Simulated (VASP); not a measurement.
Set up this calculation in VASP 6.6.1, as the native input.

```
Task                   : single point
Functional             : PBE
Potentials or basis    : VASP PAW PBE potentials, release 64 (Be, Au)
Cutoff                 : 520 eV
k mesh                 : 12 × 12 × 12
Occupations            : gaussian, width 0.1 eV
Spin                   : no spin polarisation
Dipole correction      : no
Further INCAR settings : ALGO = Fast; EDIFF = 1e-06; NBANDS = 26
```

The structure of BeAu3 lies in POSCAR:

```
BeAu3
1.0
    4.0018512112      0.0000000000      0.0000000000
    0.0000000000      4.0018512112      0.0000000000
    0.0000000000      0.0000000000      4.0018512112
Be Au
1 3
Direct
    0.0000000000      0.0000000000      0.0000000000
    0.0000000000      0.5000000000      0.5000000000
    0.5000000000      0.0000000000      0.5000000000
    0.5000000000      0.5000000000      0.0000000000
```

One way to write it, as run:

INCAR

```
SYSTEM = BeAu3
ALGO     = Fast           ! electronic algorithm
EDIFF    = 1E-6           ! SCF threshold, eV
ENCUT    = 520            ! plane-wave cutoff, eV
GGA      = PE             ! functional
ISIF     = 2              ! what is computed and relaxed
ISMEAR   = 0              ! smearing method
LASPH    = .True.         ! aspherical terms in the spheres
LCHARG   = .False.        ! write CHGCAR
LREAL    = .False.        ! projectors in reciprocal space
LWAVE    = .False.        ! write WAVECAR
NBANDS   = 26             ! bands
NELM     = 80             ! most SCF steps
PREC     = Accurate       ! precision mode
SIGMA    = 0.1            ! smearing width, eV
```

KPOINTS

```
k-points
0
Gamma
  12 12 12
  0 0 0
```

Potentials or basis: VASP PAW PBE potentials, release 64 (Be, Au).

The run is started by

```bash
$ cat potpaw_PBE.64/Be/POTCAR potpaw_PBE.64/Au/POTCAR > POTCAR
$ mpirun -np 1 vasp_std > vasp.out
```

Results of the run:

```json
{
  "Pressure": "-0.3 GPa"
}
```

It took 91 s on 1 thread of Intel(R) Xeon(R) Platinum 8375C CPU @ 2.90GHz (Ice Lake) (shared host), peak memory 0.25 GiB.
